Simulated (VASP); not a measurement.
Set up this calculation in VASP 6.6.1, as the native input.

- Task: relaxation of cell and atoms
- Functional: PBE-based screened hybrid with 25 % exact exchange
- Potentials or basis: VASP PAW PBE potentials, release 64 (In_d, P)
- Cutoff: 600 eV
- k mesh: 4 × 4 × 4
- Occupations: fermi-dirac, width 0.05 eV
- Spin: no spin polarisation
- Dipole correction: no
- Grid for exact exchange (PRECFOCK): Normal
- Share of exact exchange: 0.25
- Further INCAR settings: ALGO = Normal; EDIFF = 1e-06; IBRION = 2; EDIFFG = -0.01; NSW = 60; ISIF = 3
- Screening parameter: 0.3 1/Å

Crystal: InP.

```
In P
1.0
     0.00000    2.76883    2.76883
     2.76883    0.00000    2.76883
     2.76883    2.76883    0.00000
In P
1 1
Cartesian
  0.0000 0.0000 0.0000
  2.7688 2.7688 2.7688
```

One way to write it, as run:

POSCAR

```
InP
1.0
    0.0000000000      2.7688340000      2.7688340000
    2.7688340000      0.0000000000      2.7688340000
    2.7688340000      2.7688340000      0.0000000000
In P
1 1
Direct
    0.0000000000      0.0000000000      0.0000000000
    0.5000000000      0.5000000000      0.5000000000
```

INCAR.step1

```
SYSTEM = InP
ALGO = Normal ; EDIFF = 1E-5
ENCUT = 600 ; GGA = PE
ISMEAR = -1 ; LASPH = .True.
LCHARG = .False. ; LREAL = .False.
LWAVE = .True. ; NBANDS = 16
NELM = 60 ; PREC = Accurate
SIGMA = 0.05
```

INCAR.step2

```
SYSTEM = InP
AEXX = 0.25 ; ALGO = Normal
EDIFF = 1E-6 ; EDIFFG = -0.01
ENCUT = 600 ; GGA = PE
HFSCREEN = 0.3 ; IBRION = 2
ISIF = 3 ; ISMEAR = -1
ISTART = 1 ; LASPH = .True.
LCHARG = .False. ; LHFCALC = .True.
LREAL = .False. ; LWAVE = .False.
NELM = 60 ; NSW = 60
PREC = Accurate ; PRECFOCK = Normal
SIGMA = 0.05
```

KPOINTS

```
k-points
0
Gamma
  4 4 4
  0 0 0
```

Potentials or basis: VASP PAW PBE potentials, release 64 (In_d, P).

Command:

```bash
$ cat potpaw_PBE.64/In_d/POTCAR potpaw_PBE.64/P/POTCAR > POTCAR
$ cp INCAR.step1 INCAR
$ mpirun -np 1 vasp_std > vasp.out
$ cp INCAR.step2 INCAR
$ mpirun -np 1 vasp_std > vasp.out
```

Results of the run:

```json
{
 "Relaxed volume": "20.70 Å³/atom",
 "Relaxed cell": "a = 3.883 Å, b = 3.883 Å, c = 3.883 Å, α = 60.00°, β = 60.00°, γ = 60.00°",
 "Space group after relaxing (to 0.1 Å)": "Fm-3m (No. 225)",
 "Energy gained by relaxing": "3.5 meV/atom",
 "Ionic steps": "3",
 "Pressure after relaxing": "0.0 GPa",
 "Band gap on the k mesh": "zero (bands 9 and 10 overlap by 2.55 eV)"
}
```

Caveat: the k points lie up to 0.50 Å⁻¹ apart in the final cell, too coarse for converged energies and pressures of a metal; the PAW data sets were made with another functional, which shifts forces and pressure a little; spin-orbit coupling is left out, which moves the levels of the heavy elements.

It took 13 min on 1 thread of Oxide Virtual Turin-like Processor (shared host), peak memory 0.26 GiB.
